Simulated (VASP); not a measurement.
# C (Fd-3m) in VASP: a series of runs, part 2 of 2

VASP 6.6.1. Earlier steps stand in the parts before.

**4. Single point, r2SCAN**

This run uses another cell than the first one: it holds 4 atoms, not 2.

Input file POSCAR:

```
C
1.0
    1.7801050049      1.7801050049      0.0000000000
   -1.7801050049      1.7801050049      0.0000000000
    0.0000000000      0.0000000000      3.5602100098
C
4
Direct
    0.2500000000      0.5000000000      0.3750000000
    0.7500000000      0.0000000000      0.8750000000
    0.2500000000      0.0000000000      0.1250000000
    0.7500000000      0.5000000000      0.6250000000
```

Input file INCAR.step1:

```
SYSTEM = C
  ALGO = Normal
  EDIFF = 1E-4
  ENCUT = 520
  GGA = PE
  ISMEAR = -1
  LASPH = .True.
  LCHARG = .False.
  LREAL = .False.
  LWAVE = .True.
  NBANDS = 16
  NELM = 100
  PREC = Accurate
  SIGMA = 0.02
```

Input file INCAR.step2:

```
SYSTEM = C
  ALGO = Normal
  EDIFF = 1E-6
  ENCUT = 520
  ISIF = 2
  ISMEAR = -1
  ISTART = 1
  LASPH = .True.
  LCHARG = .False.
  LMIXTAU = .True.
  LREAL = .False.
  LWAVE = .False.
  METAGGA = R2SCAN
  NBANDS = 16
  NELM = 100
  PREC = Accurate
  SIGMA = 0.02
```

Input file KPOINTS:

```
k-points
0
Gamma
  10 10 7
  0 0 0
```

Potentials or basis: VASP PAW PBE potentials, release 64 (C).

On the command line:

```sh
cat potpaw_PBE.64/C/POTCAR > POTCAR
cp INCAR.step1 INCAR
mpirun -np 1 vasp_std > vasp.out
cp INCAR.step2 INCAR
mpirun -np 1 vasp_std > vasp.out
```

OUTCAR:

```text
SYSTEM = C
   EDIFF = 1E-6
   ENCUT = 520
   ISIF = 2
   ISMEAR = -1
   ISTART = 1
   LASPH = .True.
   LREAL = .False.
   METAGGA = R2SCAN
   NELM = 100
   PREC = Accurate

 ion  position               nearest neighbor table
   1  0.250  0.500  0.375-   3 1.54   4 1.54   3 1.54   4 1.54
   2  0.750  0.000  0.875-   3 1.54   4 1.54   4 1.54   3 1.54
   3  0.250  0.000  0.125-   1 1.54   2 1.54   1 1.54   2 1.54
   4  0.750  0.500  0.625-   1 1.54   2 1.54   2 1.54   1 1.54

  LATTYP: Found a simple tetragonal cell.
 ALAT       =     2.5174486404
 C/A-ratio  =     1.4142135624

  Lattice vectors:

 A1 = (   1.7801050049,   1.7801050049,   0.0000000000)
 A2 = (  -1.7801050049,   1.7801050049,   0.0000000000)
 A3 = (   0.0000000000,   0.0000000000,   3.5602100098)

Analysis of symmetry for initial positions (statically):
=====================================================================
 Subroutine PRICEL returns following result:

  LATTYP: Found a face centered cubic cell.
 ALAT       =     3.5602100098

  Lattice vectors:

 A1 = (   0.0000000000,  -1.7801050049,  -1.7801050049)
 A2 = (   1.7801050049,   0.0000000000,  -1.7801050049)
 A3 = (   1.7801050049,  -1.7801050049,   0.0000000000)

   2 primitive cells build up your supercell.

 Routine SETGRP: Setting up the symmetry group for a
 simple tetragonal supercell.

 Subroutine GETGRP returns: Found 16 space group operations
 (whereof  4 operations were pure point group operations)
 out of a pool of 16 trial point group operations.

The static configuration has the point symmetry C_2h.
 The point group associated with its full space group is D_4h.

Analysis of symmetry for dynamics (positions and initial velocities):
=====================================================================
 Subroutine PRICEL returns following result:

  LATTYP: Found a face centered cubic cell.
 ALAT       =     3.5602100098

  Lattice vectors:

 A1 = (   0.0000000000,  -1.7801050049,  -1.7801050049)
 A2 = (   1.7801050049,   0.0000000000,  -1.7801050049)
 A3 = (   1.7801050049,  -1.7801050049,   0.0000000000)

   2 primitive cells build up your supercell.

 Routine SETGRP: Setting up the symmetry group for a
 simple tetragonal supercell.

 Subroutine GETGRP returns: Found 16 space group operations
 (whereof  4 operations were pure point group operations)
 out of a pool of 16 trial point group operations.

The dynamic configuration has the point symmetry C_2h.
 The point group associated with its full space group is D_4h.

 Subroutine INISYM returns: Found 16 space group operations
 (whereof  4 operations are pure point group operations),
 and found     2 'primitive' translations

----------------------------------------------------------------------------------------

                                     Primitive cell

  volume of cell :      11.2815

  direct lattice vectors                    reciprocal lattice vectors
     0.000000000 -1.780105005 -1.780105005    -0.280882307 -0.280882307 -0.280882307
     1.780105005  0.000000000 -1.780105005     0.280882307  0.280882307 -0.280882307
     1.780105005 -1.780105005  0.000000000     0.280882307 -0.280882307  0.280882307

  length of vectors
     2.517448640  2.517448640  2.517448640     0.486502426  0.486502426  0.486502426

  position of ions in fractional coordinates (direct lattice)
     0.375000000  0.875000000  0.875000000
     0.625000000  0.125000000  0.125000000

  ion indices of the primitive-cell ions
   primitive index   ion index
                 1           1
                 2           3

----------------------------------------------------------------------------------------

 KPOINTS: k-points

Automatic generation of k-mesh.
 Grid dimensions read from file:
 generate k-points for:   10   10    7

 Generating k-lattice:

  Cartesian coordinates                     Fractional coordinates (reciprocal lattice)
     0.028088231  0.028088231  0.000000000     0.100000000  0.000000000  0.000000000
    -0.028088231  0.028088231  0.000000000     0.000000000  0.100000000  0.000000000
     0.000000000  0.000000000  0.040126044     0.000000000  0.000000000  0.142857143

  Length of vectors
     0.039722757  0.039722757  0.040126044

  Shift w.r.t. Gamma in fractional coordinates (k-lattice)
     0.000000000  0.000000000  0.000000000

 Subroutine IBZKPT returns following result:
 ===========================================

 Found     84 irreducible k-points:

 Following reciprocal coordinates:
            Coordinates               Weight
  0.000000  0.000000  0.000000      1.000000
  0.100000  0.000000  0.000000      4.000000
  0.200000  0.000000  0.000000      4.000000
  0.300000  0.000000  0.000000      4.000000
  0.400000  0.000000  0.000000      4.000000
  0.500000  0.000000  0.000000      2.000000
[... 16 lines left out ...]
  0.100000  0.000000  0.142857      8.000000
  0.200000  0.000000  0.142857      8.000000
 [... further k-points ...]
   k-points           NKPTS =     84   k-points in BZ     NKDIM =     84   number of bands    NBANDS=     16
   number of dos      NEDOS =    301   number of ions     NIONS =      4
   total plane-waves  NPLWV =  11200
   dimension x,y,z NGX =    20 NGY =   20 NGZ =   28
   dimension x,y,z NGXF=    40 NGYF=   40 NGZF=   56
   ions per type =               4
   NGX,Y,Z   is equivalent  to a cutoff of  13.21, 13.21, 13.07 a.u.
   NGXF,Y,Z  is equivalent  to a cutoff of  26.41, 26.41, 26.15 a.u.
 SYSTEM =  C
   PREC   = accura    normal or accurate (medium, high low for compatibility)
   ISTART =      1    job   : 0-new  1-cont  2-samecut
   ICHARG =      0    charge: 1-file 2-atom 10-const
   ISPIN  =      1    spin polarized calculation?
   LNONCOLLINEAR =      F non collinear calculations
   LSORBIT =      F    spin-orbit coupling
   LASPH  =      T    aspherical Exc in radial PAW
   ENCUT  =  520.0 eV  38.22 Ry    6.18 a.u.   4.68  4.68  6.62*2*pi/ulx,y,z
   NELM   =    100;   NELMIN=  2; NELMDL=  0     # of ELM steps
   EDIFF  = 0.1E-05   stopping-criterion for ELM
   LREAL  =      F    real-space projection
[... 7 lines left out ...]
   TEBEG  =    0.0;   TEEND  =   0.0 temperature during run
   PSTRESS=    0.0 pullay stress
   NELECT =      16.0000    total number of electrons
   NUPDOWN=      -1.0000    fix difference up-down
   EMIN   =  10.00;   EMAX   =-10.00  energy-range for DOS
   EFERMI =   0.00;   METHOD = LEGACY
   ISMEAR =    -1;   SIGMA  =   0.02  broadening in eV -4-tet -1-fermi 0-gaus
   EFERMI_NEDOS =   21; number of points for ismear=-14 and -15
   IALGO  =     38    algorithm
   IMIX   =      4    mixing-type and parameters
     AMIX     =   0.40;   BMIX     =  1.00
     AMIX_MAG =   1.60;   BMIX_MAG =  1.00
  volume/ion in A,a.u.               =       5.64        38.07
  Fermi-wavevector in a.u.,A,eV,Ry     =   1.459876  2.758765 28.997240  2.131237
  Thomas-Fermi vector in A             =   2.576391
   LORBIT       =      0    0 simple, 1 ext, 2 COOP (PROOUT), +10 PAW based schemes
   METAGGA = R2SCAN    functional components
   LHFCALC =     F    Hartree Fock is set to
   AEXX    =    0.0000 exact exchange contribution
   IVDW    =     0    specifies the selected vdW correction
   LEPSILON=     F    determine dielectric tensor
   LRPA    =     F    only Hartree local field effects (RPA)
 non-spin polarized calculation
  energy-cutoff  :      520.00
  volume of cell :       22.56
 maximum number of plane-waves:       622
 NGX is ok and might be reduce to    20

 number of electron      16.0000001 magnetization

 Free energy of the ion-electron system (eV)
  ---------------------------------------------------
  ext. energy  EPLUGINS =         0.00000000
  ---------------------------------------------------
  free energy    TOTEN  =       -39.31423564 eV

  energy without entropy =      -39.31423564  energy(sigma->0) =      -39.31423564

 E-fermi :  10.2293     XC(G=0): -14.2909

 val. band max:        9.7924463727   @ k =   0.0000   0.0000   0.0000
 cond. band min:      14.1252233396   @ k =   0.0000   0.0000   0.2857
 fundamental gap:      4.3327769669
 Fermi energy:        10.2293319189

 k-point     1 :       0.0000    0.0000    0.0000
  band No.  band energies     occupation
      1     -12.9810      2.00000
      2      -3.8339      2.00000
      3      -3.8339      2.00000
      4       3.0986      2.00000
      5       3.0986      2.00000
      6       9.7924      2.00000
[... 433 lines left out ...]
      3      -1.6786      2.00000
      4       1.2074      2.00000
      5       3.9179      2.00000
      6       5.2617      2.00000
[... 8 lines left out ...]
     15      25.2849      0.00000
     16      25.9041      0.00000

 [... further k-points ...]
[... 5 lines left out ...]
  --------------------------------------------------------------------------------------
  -------------------------------------------------------------------------------------
  Total        0.1740693      0.1740693      0.1740268      0.0000000     -0.0000000      0.0000000
  in kB       12.3604989     12.3604989     12.3574753      0.0000000     -0.0000000      0.0000000
  external PRESSURE =      12.3594910 kB  Pullay stress =       0.0000000 kB

 VOLUME and BASIS-vectors are now :
 -----------------------------------------------------------------------------
  energy-cutoff  :      520.00
  volume of cell :       22.56
      direct lattice vectors                 reciprocal lattice vectors
     1.780105005  1.780105005  0.000000000     0.280882307  0.280882307  0.000000000
    -1.780105005  1.780105005  0.000000000    -0.280882307  0.280882307  0.000000000
     0.000000000  0.000000000  3.560210010     0.000000000  0.000000000  0.280882307

 POSITION                                       TOTAL-FORCE (eV/Angst)
 -----------------------------------------------------------------------------------
     -0.44503      1.33508      1.33508        -0.000000     -0.000000      0.000000
      1.33508      1.33508      3.11518        -0.000000     -0.000000     -0.000000
      0.44503      0.44503      0.44503         0.000000      0.000000     -0.000000
      0.44503      2.22513      2.22513         0.000000     -0.000000      0.000000
 -----------------------------------------------------------------------------------
    total drift:                               -0.000000      0.000000     -0.000000

  FREE ENERGIE OF THE ION-ELECTRON SYSTEM (eV)
  ---------------------------------------------------
  free  energy   TOTEN  =       -39.3142356364 eV

  energy  without entropy=      -39.3142356364  energy(sigma->0) =      -39.31423564
```

It took 87 s on 1 thread of Intel Xeon Platinum 8259CL at 2.50GHz (Skylake/Cascade Lake), shared host; peak memory 0.14 GiB.

What came out:

| Item | Value |
| --- | --- |
| Free energy | -39.3142 eV |
| Pressure | 1.2 GPa |
| Band gap on the k mesh | 4.33 eV |

Caveat: the PAW data sets were made with another functional, which shifts forces and pressure a little; an odd mesh through Γ misses points on the zone boundary, where band edges can lie.

**5. Overview**

| level | potentials or basis | cell | k mesh | gap on the mesh (eV) | pressure (GPa) |
| --- | --- | --- | --- | --- | --- |
| r2SCAN | VASP PAW PBE potentials, release 64 (C) | a = 2.517 Å, angles 60.0°, 2 atoms, atomic positions A | 16 × 16 × 16 | 4.34 | 1.2 |
| LDA | VASP PAW LDA potentials, release 64 (C) | a = 2.497 Å, angles 60.0°, 2 atoms, atomic positions A | 24 × 24 × 24 | 4.17 | 1.6 |
| r2SCAN | VASP PAW PBE potentials, release 64 (C) | a = 2.517, b = 2.517, c = 3.560 Å, 4 atoms, atomic positions B | 10 × 10 × 7 | 4.33 | 1.2 |

Alike in all rows: task single point; no spin polarisation; cutoff (eV) 520; smearing fermi-dirac 0.02 eV.

Caveats: the PAW data sets were made with another functional, which shifts forces and pressure a little (at least some runs); an odd mesh through Γ misses points on the zone boundary, where band edges can lie (at least some runs).

Total energies depend on the potentials used, so only differences within one code and one set of settings carry meaning.
